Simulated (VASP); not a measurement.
Here is a VASP 6.6.1 calculation.

Contents of INCAR:

```
PREC = Accurate
ENCUT = 520
EDIFF = 1E-6
ISMEAR = 0
SIGMA = 0.01
LREAL = False
LASPH = True
NELM = 60
ALGO = Normal
ISIF = 2
LWAVE = False
LCHARG = False
GGA = PE
NBANDS = 9
```

Contents of KPOINTS:

```
Automatic mesh
0
Gamma
  6 6 6
```

POSCAR

```
LiH
1.0
    0.0000000000      2.0029952214      2.0029952214
    2.0029952214      0.0000000000      2.0029952214
    2.0029952214      2.0029952214      0.0000000000
Li H
1 1
Direct
    0.0000000000      0.0000000000      0.0000000000
    0.5000000000      0.5000000000      0.5000000000
```

Potentials or basis: VASP PAW PBE potentials, release 64 (Li_sv, H).

The run is started by

```sh
$ cat potpaw_PBE.64/Li_sv/POTCAR potpaw_PBE.64/H/POTCAR > POTCAR
$ mpirun -np 1 vasp_std > vasp.out
```

Problem. Predict the band gap on the k mesh.

Solution. 2.98 eV, direct.

Caveat: the k points lie up to 0.45 Å⁻¹ apart. A hybrid or GW would open this gap; PBE tends to underestimate it.
